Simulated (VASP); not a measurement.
A run of VASP 6.6.1 is set up as follows.

INCAR

```
SYSTEM = Ti
ALGO     = Normal         ! electronic algorithm
EDIFF    = 1E-8           ! SCF threshold, eV
ENCUT    = 500            ! plane-wave cutoff, eV
GGA      = PE             ! functional
GGA_COMPAT= .FALSE.      
IBRION   = 8              ! ionic algorithm
ISIF     = 2              ! what is computed and relaxed
ISMEAR   = -1             ! smearing method
LASPH    = .TRUE.         ! aspherical terms in the spheres
LCHARG   = .FALSE.        ! write CHGCAR
LREAL    = .FALSE.        ! projectors in reciprocal space
LWAVE    = .FALSE.        ! write WAVECAR
NELM     = 120            ! most SCF steps
NSW      = 1              ! ionic steps
PREC     = Accurate       ! precision mode
SIGMA    = 0.05           ! smearing width, eV
```

File KPOINTS:

```
k-points
0
G
  7 7 5
  0 0 0
```

POSCAR

```
Ti
1.0
    2.9500000000      0.0000000000      0.0000000000
   -1.4750000000      2.5547749412      0.0000000000
    0.0000000000      0.0000000000      4.6800000000
Ti
2
Direct
    0.6666666667      0.3333333333      0.7500000000
    0.3333333333      0.6666666667      0.2500000000
```

Potentials or basis: VASP PAW PBE potentials, release 64 (Ti_sv).

Run with:

```sh
$ cat potpaw_PBE.64/Ti_sv/POTCAR > POTCAR
$ mpirun -np 1 vasp_std > vasp.out
```

(1) What does it give for the highest phonon frequency at Γ?

Answers

(1) 151 cm⁻¹.

Caveat: the cell stands under pressure or tension, which shifts response properties.
